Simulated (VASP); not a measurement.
# Ca (Fm-3m) in VASP: a series of runs

Runs on Ca. Level: PBEsol. Tasks: single point, relaxation of cell and atoms.

Program: VASP 6.6.1. These are calculated values, not measurements. Logs are shortened: lines on timing, memory, paths and dates and some standing lists are left out, and cuts for length are marked.

## (1) The cell of the first run

The structure is cubic, space group Fm-3m (No. 225). The conventional cell has a = 5.455 Å, b = 5.455 Å, c = 5.455 Å, α = 90.00°, β = 90.00°, γ = 90.00°. Within 5.1 Å of Ca (site symmetry m-3m) lie 12 Ca at 3.86 Å.

## (2) Single point, PBEsol

File INCAR:

```
PREC = Accurate ; ENCUT = 520
EDIFF = 1E-6 ; ISMEAR = 0
SIGMA = 0.05 ; LREAL = False
LASPH = True ; NELM = 60
ALGO = Normal ; ISIF = 2
LWAVE = False ; LCHARG = True
GGA = PS ; LELF = True
LVHAR = True ; NBANDS = 11
```

File KPOINTS:

```
regular mesh
0
Gamma
  13 13 13
```

File POSCAR:

```
Ca
1.0
    0.0000000000      2.7275956489      2.7275956489
    2.7275956489      0.0000000000      2.7275956489
    2.7275956489      2.7275956489      0.0000000000
Ca
1
Direct
    0.0000000000      0.0000000000      0.0000000000
```

Potentials or basis: VASP PAW PBE potentials, release 64 (Ca_sv).

Started as:

```bash
> cat potpaw_PBE.64/Ca_sv/POTCAR > POTCAR
> mpirun -np 1 vasp_std > vasp.out
```

OUTCAR:

```text
PREC = Accurate
   ENCUT = 520
   EDIFF = 1E-6
   ISMEAR = 0
   LREAL = False
   LASPH = True
   NELM = 60
   ISIF = 2
   GGA = PS

 ion  position               nearest neighbor table
   1  0.000  0.000  0.000-

  LATTYP: Found a face centered cubic cell.
 ALAT       =     5.4551912978

  Lattice vectors:

 A1 = (   0.0000000000,   2.7275956489,   2.7275956489)
 A2 = (   2.7275956489,   0.0000000000,   2.7275956489)
 A3 = (   2.7275956489,   2.7275956489,   0.0000000000)

Analysis of symmetry for initial positions (statically):
=====================================================================
 Subroutine PRICEL returns:
 Original cell was already a primitive cell.

 Routine SETGRP: Setting up the symmetry group for a
 face centered cubic supercell.

 Subroutine GETGRP returns: Found 48 space group operations
 (whereof 48 operations were pure point group operations)
 out of a pool of 48 trial point group operations.

The static configuration has the point symmetry O_h .

Analysis of symmetry for dynamics (positions and initial velocities):
=====================================================================
 Subroutine PRICEL returns:
 Original cell was already a primitive cell.

 Routine SETGRP: Setting up the symmetry group for a
 face centered cubic supercell.

 Subroutine GETGRP returns: Found 48 space group operations
 (whereof 48 operations were pure point group operations)
 out of a pool of 48 trial point group operations.

The dynamic configuration has the point symmetry O_h .

 Subroutine INISYM returns: Found 48 space group operations
 (whereof 48 operations are pure point group operations),
 and found     1 'primitive' translations

----------------------------------------------------------------------------------------

                                     Primitive cell

  volume of cell :      40.5854

  direct lattice vectors                    reciprocal lattice vectors
     0.000000000  2.727595649  2.727595649    -0.183311628  0.183311628  0.183311628
     2.727595649  0.000000000  2.727595649     0.183311628 -0.183311628  0.183311628
     2.727595649  2.727595649  0.000000000     0.183311628  0.183311628 -0.183311628

  length of vectors
     3.857402759  3.857402759  3.857402759     0.317505054  0.317505054  0.317505054

  position of ions in fractional coordinates (direct lattice)
     0.000000000  0.000000000  0.000000000

  ion indices of the primitive-cell ions
   primitive index   ion index
                 1           1

----------------------------------------------------------------------------------------

 KPOINTS: regular mesh

Automatic generation of k-mesh.
 Grid dimensions read from file:
 generate k-points for:   13   13   13

 Generating k-lattice:

  Cartesian coordinates                     Fractional coordinates (reciprocal lattice)
    -0.014100894  0.014100894  0.014100894     0.076923077  0.000000000  0.000000000
     0.014100894 -0.014100894  0.014100894     0.000000000  0.076923077  0.000000000
     0.014100894  0.014100894 -0.014100894     0.000000000  0.000000000  0.076923077

  Length of vectors
     0.024423466  0.024423466  0.024423466

  Shift w.r.t. Gamma in fractional coordinates (k-lattice)
     0.000000000  0.000000000  0.000000000

 Subroutine IBZKPT returns following result:
 ===========================================

 Found     84 irreducible k-points:

 Following reciprocal coordinates:
            Coordinates               Weight
  0.000000  0.000000  0.000000      1.000000
  0.076923  0.000000  0.000000      8.000000
  0.153846  0.000000  0.000000      8.000000
  0.230769  0.000000  0.000000      8.000000
  0.307692  0.000000  0.000000      8.000000
  0.384615  0.000000  0.000000      8.000000
[... 16 lines left out ...]
  0.384615  0.153846  0.000000     24.000000
  0.461538  0.153846  0.000000     24.000000
 [... further k-points ...]
   k-points           NKPTS =     84   k-points in BZ     NKDIM =     84   number of bands    NBANDS=     11
   number of dos      NEDOS =    301   number of ions     NIONS =      1
   total plane-waves  NPLWV =  27000
   dimension x,y,z NGX =    30 NGY =   30 NGZ =   30
   dimension x,y,z NGXF=    60 NGYF=   60 NGZF=   60
   ions per type =               1
   NGX,Y,Z   is equivalent  to a cutoff of  12.93, 12.93, 12.93 a.u.
   NGXF,Y,Z  is equivalent  to a cutoff of  25.86, 25.86, 25.86 a.u.
 SYSTEM =  unknown system
   PREC   = accura    normal or accurate (medium, high low for compatibility)
   ISTART =      0    job   : 0-new  1-cont  2-samecut
   ICHARG =      2    charge: 1-file 2-atom 10-const
   ISPIN  =      1    spin polarized calculation?
   LNONCOLLINEAR =      F non collinear calculations
   LSORBIT =      F    spin-orbit coupling
   LASPH  =      T    aspherical Exc in radial PAW
   ENCUT  =  520.0 eV  38.22 Ry    6.18 a.u.   7.17  7.17  7.17*2*pi/ulx,y,z
   NELM   =     60;   NELMIN=  2; NELMDL= -5     # of ELM steps
   EDIFF  = 0.1E-05   stopping-criterion for ELM
   LREAL  =      F    real-space projection
   EDIFFG = 0.1E-04   stopping-criterion for IOM
   NSW    =      0    number of steps for IOM
   IBRION =     -1    ionic relax: 0-MD 1-quasi-New 2-CG
   NFREE  =      0    steps in history (QN), initial steepest desc. (CG)
   ISIF   =      2    stress and relaxation
   ISYM   =      2    0-nonsym 1-usesym 2-fastsym
   POTIM  = 0.5000    time-step for ionic-motion
   TEBEG  =    0.0;   TEEND  =   0.0 temperature during run
   PSTRESS=    0.0 pullay stress
   NELECT =      10.0000    total number of electrons
   NUPDOWN=      -1.0000    fix difference up-down
   EMIN   =  10.00;   EMAX   =-10.00  energy-range for DOS
   EFERMI =   0.00;   METHOD = LEGACY
   ISMEAR =     0;   SIGMA  =   0.05  broadening in eV -4-tet -1-fermi 0-gaus
   EFERMI_NEDOS =   21; number of points for ismear=-14 and -15
   IALGO  =     38    algorithm
   IMIX   =      4    mixing-type and parameters
     AMIX     =   0.40;   BMIX     =  1.00
     AMIX_MAG =   1.60;   BMIX_MAG =  1.00
  volume/ion in A,a.u.               =      40.59       273.88
  Fermi-wavevector in a.u.,A,eV,Ry     =   1.026325  1.939473 14.331597  1.053343
  Thomas-Fermi vector in A             =   2.160212
   LORBIT       =      0    0 simple, 1 ext, 2 COOP (PROOUT), +10 PAW based schemes
   GGA     = PS    functional components
   LHFCALC =     F    Hartree Fock is set to
   AEXX    =    0.0000 exact exchange contribution
   IVDW    =     0    specifies the selected vdW correction
   LEPSILON=     F    determine dielectric tensor
   LRPA    =     F    only Hartree local field effects (RPA)
 non-spin polarized calculation
 Gauss-broadening in eV      SIGMA  =   0.05
  energy-cutoff  :      520.00
  volume of cell :       40.59
 maximum number of plane-waves:      1109
 NGX is ok and might be reduce to    30
   NGX = 15   NGY = 15   NGZ = 15

 number of electron      10.0000002 magnetization

 Free energy of the ion-electron system (eV)
  ---------------------------------------------------
  ext. energy  EPLUGINS =         0.00000000
  ---------------------------------------------------
  free energy    TOTEN  =        -2.13376114 eV

  energy without entropy =       -2.13204636  energy(sigma->0) =       -2.13290375

 E-fermi :   2.0449     XC(G=0):  -7.9356

 val. band max:        2.0121763813   @ k =  -0.3077   0.3846   0.0769
 cond. band min:       2.0466738286   @ k =   0.4615   0.0000   0.0000
 fundamental gap:      0.0344974473
 Fermi energy:         2.0449219066

 k-point     1 :       0.0000    0.0000    0.0000
  band No.  band energies     occupation
      1     -39.7114      2.00000
      2     -20.6976      2.00000
      3     -20.6976      2.00000
      4     -20.6976      2.00000
      5      -2.0588      2.00000
      6       4.4196      0.00000
      7       4.4196      0.00000
      8       4.4196      0.00000
      9       5.5488      0.00000
     10       5.5488      0.00000
     11      11.3424      0.00000

 k-point     2 :       0.0769    0.0000    0.0000
  band No.  band energies     occupation
      1     -39.7104      2.00000
      2     -20.7072      2.00000
      3     -20.6989      2.00000
      4     -20.6989      2.00000
      5      -1.9539      2.00000
      6       4.3052      0.00000
      7       4.4603      0.00000
      8       4.4603      0.00000
      9       5.5129      0.00000
     10       5.5129      0.00000
     11      11.4780      0.00000

 k-point     3 :       0.1538    0.0000    0.0000
  band No.  band energies     occupation
      1     -39.7078      2.00000
      2     -20.7333      2.00000
      3     -20.7025      2.00000
      4     -20.7025      2.00000
      5      -1.6457      2.00000
      6       4.0020      0.00000
      7       4.5475      0.00000
      8       4.5475      0.00000
      9       5.4557      0.00000
     10       5.4557      0.00000
     11      11.2178      0.00000

 k-point     4 :       0.2308    0.0000    0.0000
  band No.  band energies     occupation
      1     -39.7040      2.00000
      2     -20.7699      2.00000
      3     -20.7075      2.00000
      4     -20.7075      2.00000
      5      -1.1543      2.00000
      6       3.5863      0.00000
      7       4.5743      0.00000
      8       4.5743      0.00000
      9       5.5136      0.00000
     10       5.5136      0.00000
     11       9.9959      0.00000
[... 239 lines left out ...]
 k-point    22 :       0.3077    0.1538    0.0000
  band No.  band energies     occupation
      1     -39.7002      2.00000
      2     -20.7874      2.00000
      3     -20.7225      2.00000
      4     -20.7216      2.00000
      5      -0.6214      2.00000
      6       3.3158      0.00000
      7       4.2879      0.00000
      8       4.7781      0.00000
      9       5.2840      0.00000
     10       5.9318      0.00000
     11       9.7439      0.00000

 k-point    23 :       0.3846    0.1538    0.0000
  band No.  band energies     occupation
      1     -39.6968      2.00000
      2     -20.8176      2.00000
      3     -20.7295      2.00000
      4     -20.7267      2.00000
      5       0.0360      2.00000
      6       2.9172      0.00000
      7       4.0531      0.00000
      8       4.7076      0.00000
      9       5.6861      0.00000
     10       6.1549      0.00000
     11       8.5616      0.00000

 k-point    24 :       0.4615    0.1538    0.0000
  band No.  band energies     occupation
      1     -39.6942      2.00000
      2     -20.8394      2.00000
      3     -20.7374      2.00000
      4     -20.7283      2.00000
      5       0.7576      2.00000
      6       2.4341      0.00000
      7       3.9263      0.00000
      8       4.6143      0.00000
      9       6.1074      0.00000
     10       6.2985      0.00000
     11       7.6772      0.00000

 [... further k-points ...]

------------------------ aborting loop because EDIFF is reached ----------------------------------------

  FORCE on cell =-STRESS in cart. coord.  units (eV):
  Direction    XX          YY          ZZ          XY          YZ          ZX
  --------------------------------------------------------------------------------------
  -------------------------------------------------------------------------------------
  Total       -0.0005694     -0.0005694     -0.0005694      0.0000000      0.0000000      0.0000000
  in kB       -0.0224761     -0.0224761     -0.0224761      0.0000000      0.0000000      0.0000000
  external PRESSURE =      -0.0224761 kB  Pullay stress =       0.0000000 kB

 VOLUME and BASIS-vectors are now :
 -----------------------------------------------------------------------------
  energy-cutoff  :      520.00
  volume of cell :       40.59
      direct lattice vectors                 reciprocal lattice vectors
     0.000000000  2.727595649  2.727595649    -0.183311628  0.183311628  0.183311628
     2.727595649  0.000000000  2.727595649     0.183311628 -0.183311628  0.183311628
     2.727595649  2.727595649  0.000000000     0.183311628  0.183311628 -0.183311628

 POSITION                                       TOTAL-FORCE (eV/Angst)
 -----------------------------------------------------------------------------------
      0.00000      0.00000      0.00000         0.000000      0.000000      0.000000
 -----------------------------------------------------------------------------------
    total drift:                               -0.000000     -0.000000     -0.000000

  FREE ENERGIE OF THE ION-ELECTRON SYSTEM (eV)
  ---------------------------------------------------
  free  energy   TOTEN  =        -2.1337611378 eV

  energy  without entropy=       -2.1320463604  energy(sigma->0) =       -2.13290375
```

It took 81 s on 1 thread of Intel Xeon 8259CL, shared host; peak memory 0.16 GiB.

Results:

* Free energy: -2.1338 eV
* Pressure: 0.0 GPa
* Band gap on the k mesh: zero (bands 5 and 6 overlap by 0.20 eV)

Caveat: the PAW data sets were made with another functional, which shifts forces and pressure a little.

(Part 1 of 2 ends here.)

The gap in the log of VASP goes by the Fermi energy; the results here count the filled bands.